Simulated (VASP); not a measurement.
# TaN (P-6m2) in VASP: a series of runs

The runs below take TaN through single point, with HSE06, PBE-based screened hybrid with 25 % exact exchange.

Program: VASP 6.6.1. These are calculated values, not measurements. Logs are shortened: lines on timing, memory, paths and dates and some standing lists are left out, and cuts for length are marked.

## (1) The cell of the first run

The structure is hexagonal, space group P-6m2 (No. 187). Conventional cell: a = 2.929 Å, b = 2.929 Å, c = 2.872 Å, α = 90.00°, β = 90.00°, γ = 120.00°. Ta (site symmetry -6m2) has 6 N at 2.22 Å and 8 Ta at 2.87 to 2.93 Å within 3.0 Å. N (site symmetry -6m2) has 6 Ta at 2.22 Å and 8 N at 2.87 to 2.93 Å within 3.0 Å.

## (2) Single point, HSE06

The input, POSCAR:

```
TaN
1.0
    2.9289422058      0.0000000000      0.0000000000
   -1.4644711029      2.5365383564      0.0000000000
    0.0000000000      0.0000000000      2.8721566642
Ta N
1 1
Direct
    0.0000000000      0.0000000000      0.5000000000
    0.6666666667      0.3333333333      0.0000000000
```

The input, INCAR.step1:

```
SYSTEM = TaN
PREC     = Accurate       ! precision mode
ENCUT    = 520            ! plane-wave cutoff, eV
EDIFF    = 1E-5           ! SCF threshold, eV
ISMEAR   = -1             ! smearing method
SIGMA    = 0.05           ! smearing width, eV
LREAL    = .False.        ! projectors in reciprocal space
LASPH    = .True.         ! aspherical terms in the spheres
NELM     = 100            ! most SCF steps
ALGO     = Normal         ! electronic algorithm
ISIF     = 2              ! what is computed and relaxed
LWAVE    = .True.         ! write WAVECAR
LCHARG   = .False.        ! write CHGCAR
NBANDS   = 15             ! bands
GGA      = PE             ! functional
```

The input, INCAR.step2:

```
SYSTEM = TaN
PREC     = Accurate       ! precision mode
ENCUT    = 520            ! plane-wave cutoff, eV
EDIFF    = 1E-6           ! SCF threshold, eV
ISMEAR   = -1             ! smearing method
SIGMA    = 0.05           ! smearing width, eV
LREAL    = .False.        ! projectors in reciprocal space
LASPH    = .True.         ! aspherical terms in the spheres
NELM     = 100            ! most SCF steps
ALGO     = Normal         ! electronic algorithm
ISIF     = 2              ! what is computed and relaxed
LWAVE    = .False.        ! write WAVECAR
LCHARG   = .False.        ! write CHGCAR
GGA      = PE             ! functional
LHFCALC  = .True.         ! exact exchange
HFSCREEN = 0.2079         ! screening, 1/A
PRECFOCK = Normal       
NBANDS   = 15             ! bands
ISTART   = 1
```

The input, KPOINTS:

```
regular mesh
0
Gamma
  5 5 5
  0 0 0
```

Potentials or basis: VASP PAW PBE potentials, release 64 (Ta_pv, N).

On the command line:

```console
> cat potpaw_PBE.64/Ta_pv/POTCAR potpaw_PBE.64/N/POTCAR > POTCAR
> cp INCAR.step1 INCAR
> mpirun -np 1 vasp_std > vasp.out
> cp INCAR.step2 INCAR
> mpirun -np 1 vasp_std > vasp.out
```

OUTCAR:

```text
SYSTEM = TaN
   PREC = Accurate
   ENCUT = 520
   EDIFF = 1E-6
   ISMEAR = -1
   LREAL = .False.
   LASPH = .True.
   NELM = 100
   ISIF = 2
   GGA = PE
   LHFCALC = .True.
   HFSCREEN = 0.2079
   PRECFOCK = Normal
   ISTART = 1

 ion  position               nearest neighbor table
   1  0.000  0.000  0.500-   2 2.22   2 2.22   2 2.22   2 2.22   2 2.22   2 2.22
   2  0.667  0.333  0.000-   1 2.22   1 2.22   1 2.22   1 2.22   1 2.22   1 2.22

  LATTYP: Found a hexagonal cell.
 ALAT       =     2.9289422058
 C/A-ratio  =     0.9806122697

  Lattice vectors:

 A1 = (   2.9289422058,   0.0000000000,   0.0000000000)
 A2 = (  -1.4644711029,   2.5365383564,   0.0000000000)
 A3 = (   0.0000000000,   0.0000000000,   2.8721566642)

Analysis of symmetry for initial positions (statically):
=====================================================================
 Subroutine PRICEL returns:
 Original cell was already a primitive cell.

 Routine SETGRP: Setting up the symmetry group for a
 hexagonal supercell.

 Subroutine GETGRP returns: Found 12 space group operations
 (whereof 12 operations were pure point group operations)
 out of a pool of 24 trial point group operations.

The static configuration has the point symmetry D_3h.

Analysis of symmetry for dynamics (positions and initial velocities):
=====================================================================
 Subroutine PRICEL returns:
 Original cell was already a primitive cell.

 Routine SETGRP: Setting up the symmetry group for a
 hexagonal supercell.

 Subroutine GETGRP returns: Found 12 space group operations
 (whereof 12 operations were pure point group operations)
 out of a pool of 24 trial point group operations.

The dynamic configuration has the point symmetry D_3h.

 Subroutine INISYM returns: Found 12 space group operations
 (whereof 12 operations are pure point group operations),
 and found     1 'primitive' translations

----------------------------------------------------------------------------------------

                                     Primitive cell

  volume of cell :      21.3383

  direct lattice vectors                    reciprocal lattice vectors
[... 90 lines left out ...]
   EMIN   =  10.00;   EMAX   =-10.00  energy-range for DOS
   EFERMI =   0.00;   METHOD = LEGACY
   ISMEAR =    -1;   SIGMA  =   0.05  broadening in eV -4-tet -1-fermi 0-gaus
   EFERMI_NEDOS =   21; number of points for ismear=-14 and -15
   IALGO  =     38    algorithm
   IMIX   =      1    mixing-type and parameters
     AMIX     =   0.40;   BMIX     =  1.00
     AMIX_MAG =   1.60;   BMIX_MAG =  1.00
  volume/ion in A,a.u.               =      10.67        72.00
  Fermi-wavevector in a.u.,A,eV,Ry     =   1.487287  2.810564 30.096384  2.212022
  Thomas-Fermi vector in A             =   2.600466
   LORBIT       =      0    0 simple, 1 ext, 2 COOP (PROOUT), +10 PAW based schemes
   GGA     = PE    functional components
   LHFCALC =     T    Hartree Fock is set to
   PRECFOCK=normal    Normal, Fast or Accurate (Low or Medium for compatibility)
   ENCUT4O =  -1.0   cutoff for four orbital integrals eV
   NKREDX  =     1    reduce k-point grid by
   NKREDY  =     1    reduce k-point grid by
   NKREDZ  =     1    reduce k-point grid by
   AEXX    =    0.2500 exact exchange contribution
   HFSCREEN=    0.2079 screening length (either q_TF or 0.3 A-1)
   HFSCREENC=   0.2079 screening length for correlation (either q_TF or 0.3 A-1)
   ENCUTFOCK=  -1.0 apply spherical cutoff to Coloumb kernel
   IVDW    =     0    specifies the selected vdW correction
   LEPSILON=     F    determine dielectric tensor
   LRPA    =     F    only Hartree local field effects (RPA)
 non-spin polarized calculation
  energy-cutoff  :      520.00
  volume of cell :       21.34
 maximum number of plane-waves:       599
 NGX is ok and might be reduce to    24
  NGX = 18; NGY = 18; NGZ = 18

 number of electron      16.0000000 magnetization

 Free energy of the ion-electron system (eV)
  ---------------------------------------------------
  ext. energy  EPLUGINS =         0.00000000
  ---------------------------------------------------
  free energy    TOTEN  =       -26.38759995 eV

  energy without entropy =      -26.38538188  energy(sigma->0) =      -26.38649092

 E-fermi :   8.4470     XC(G=0): -10.9328

 val. band max:        8.4469511973   @ k =   0.0000   0.0000   0.4000
 cond. band min:       8.4469514008   @ k =   0.0000   0.0000   0.4000
 fundamental gap:      0.0000002036
 Fermi energy:         8.4469512988

 k-point     1 :       0.0000    0.0000    0.0000
  band No.  band energies     occupation
      1     -29.0961      2.00000
      2     -28.8240      2.00000
      3     -28.8240      2.00000
      4     -11.8547      2.00000
      5       2.8318      2.00000
      6       2.8318      2.00000
      7       3.3156      2.00000
      8       4.6404      2.00000
      9      11.1110      0.00000
     10      12.5613      0.00000
     11      12.5613      0.00000
     12      13.1118      0.00000
     13      13.1118      0.00000
     14      22.3927      0.00000
[... 239 lines left out ...]
      2     -29.7202      2.00000
      3     -29.2370      2.00000
      4      -9.5861      2.00000
      5      -0.6439      2.00000
      6       0.5226      2.00000
      7       2.8966      2.00000
      8       7.2673      2.00000
      9      13.3653      0.00000
     10      13.8226      0.00000
     11      15.2311      0.00000
     12      16.4576      0.00000
     13      19.1223      0.00000
     14      21.1586      0.00000
     15      22.7852      0.00000

------------------------ aborting loop because EDIFF is reached ----------------------------------------

  FORCE on cell =-STRESS in cart. coord.  units (eV):
  Direction    XX          YY          ZZ          XY          YZ          ZX
  --------------------------------------------------------------------------------------
  -------------------------------------------------------------------------------------
  Total       -0.0919989     -0.0919989     -0.0853247      0.0000000      0.0000000      0.0000000
  in kB       -6.9076894     -6.9076894     -6.4065623      0.0000000      0.0000000      0.0000000
  external PRESSURE =      -6.7406470 kB  Pullay stress =       0.0000000 kB

 VOLUME and BASIS-vectors are now :
 -----------------------------------------------------------------------------
  energy-cutoff  :      520.00
  volume of cell :       21.34
      direct lattice vectors                 reciprocal lattice vectors
     2.928942206  0.000000000  0.000000000     0.341420188  0.197119038  0.000000000
    -1.464471103  2.536538356  0.000000000     0.000000000  0.394238075  0.000000000
     0.000000000  0.000000000  2.872156664     0.000000000  0.000000000  0.348170423

 POSITION                                       TOTAL-FORCE (eV/Angst)
 -----------------------------------------------------------------------------------
      0.00000      0.00000      1.43608         0.000000      0.000000      0.000000
      1.46447      0.84551      0.00000        -0.000000     -0.000000      0.000000
 -----------------------------------------------------------------------------------
    total drift:                                0.000000     -0.000002     -0.000000

  FREE ENERGIE OF THE ION-ELECTRON SYSTEM (eV)
  ---------------------------------------------------
  free  energy   TOTEN  =       -26.3875999539 eV

  energy  without entropy=      -26.3853818829  energy(sigma->0) =      -26.38649092
```

OUTCAR.step1:

```text
SYSTEM = TaN
   PREC = Accurate
   ENCUT = 520
   EDIFF = 1E-5
   ISMEAR = -1
   LREAL = .False.
[... 481 lines left out ...]
      0.00000      0.00000      1.43608         0.000000     -0.000000      0.000000
      1.46447      0.84551      0.00000        -0.000000      0.000000      0.000000
 -----------------------------------------------------------------------------------
    total drift:                               -0.000000      0.000000      0.000000

  FREE ENERGIE OF THE ION-ELECTRON SYSTEM (eV)
  ---------------------------------------------------
  free  energy   TOTEN  =       -22.4434941486 eV

  energy  without entropy=      -22.4412748216  energy(sigma->0) =      -22.44238449
```

It took 16 min on 1 thread of Intel Xeon 8259CL, shared host; peak memory 0.23 GiB.

What came out:

```
Free energy            : -26.3876 eV
Pressure               : -0.7 GPa
Band gap on the k mesh : zero (filled and empty bands touch)
```

Caveat: the k points lie up to 0.50 Å⁻¹ apart; the PAW data sets were made with another functional, which shifts forces and pressure a little; spin-orbit coupling is left out, which moves the levels of the heavy elements.

## (3) Single point, PBE-based screened hybrid with 25 % exact exchange

The input, POSCAR:

```
TaN
1.0
    2.9305131440      0.0000000000      0.0000000000
   -1.4652565720      2.5378988288      0.0000000000
    0.0000000000      0.0000000000      2.8733784960
Ta N
1 1
Direct
    0.0000000000      0.0000000000      0.5000000000
    0.6666666667      0.3333333333      0.0000000000
```

INCAR.step1, as its differences from that of step 2:

```diff
@@ -8,3 +8,3 @@
 LASPH    = .True.         ! aspherical terms in the spheres
-NELM     = 100            ! most SCF steps
+NELM     = 80             ! most SCF steps
 ALGO     = Normal         ! electronic algorithm
```

INCAR.step2, as its differences from that of step 2:

```diff
@@ -3,3 +3,3 @@
 ENCUT    = 520            ! plane-wave cutoff, eV
-EDIFF    = 1E-6           ! SCF threshold, eV
+EDIFF    = 1E-7           ! SCF threshold, eV
 ISMEAR   = -1             ! smearing method
@@ -8,3 +8,3 @@
 LASPH    = .True.         ! aspherical terms in the spheres
-NELM     = 100            ! most SCF steps
+NELM     = 80             ! most SCF steps
 ALGO     = Normal         ! electronic algorithm
@@ -15,3 +15,4 @@
 LHFCALC  = .True.         ! exact exchange
-HFSCREEN = 0.2079         ! screening, 1/A
+AEXX     = 0.25           ! exact-exchange fraction
+HFSCREEN = 0.3            ! screening, 1/A
 PRECFOCK = Normal
```

KPOINTS is that of step 2.

Potentials or basis: VASP PAW PBE potentials, release 64 (Ta_pv, N).

On the command line:

```console
> cat potpaw_PBE.64/Ta_pv/POTCAR potpaw_PBE.64/N/POTCAR > POTCAR
> cp INCAR.step1 INCAR
> mpirun -np 1 vasp_std > vasp.out
> cp INCAR.step2 INCAR
> mpirun -np 1 vasp_std > vasp.out
```

Wall time 15 min (1 thread of Intel Xeon 8259CL, shared host); peak memory 0.23 GiB.

The run converged. Its results:

* Free energy: -25.7232 eV
* Pressure: -0.6 GPa
* Band gap on the k mesh: zero (filled and empty bands touch)

Levels at points of the mesh, in eV from the Fermi level:
| k point | band 6 | band 7 | band 8 | band 9 | band 10 | band 11 |
| --- | --- | --- | --- | --- | --- | --- |
| (0.00, 0.00, 0.00) | -5.43 | -4.93 | -3.65 | 2.58 | 4.00 | 4.00 |

Caveat: the k points lie up to 0.50 Å⁻¹ apart; the PAW data sets were made with another functional, which shifts forces and pressure a little; spin-orbit coupling is left out, which moves the levels of the heavy elements.
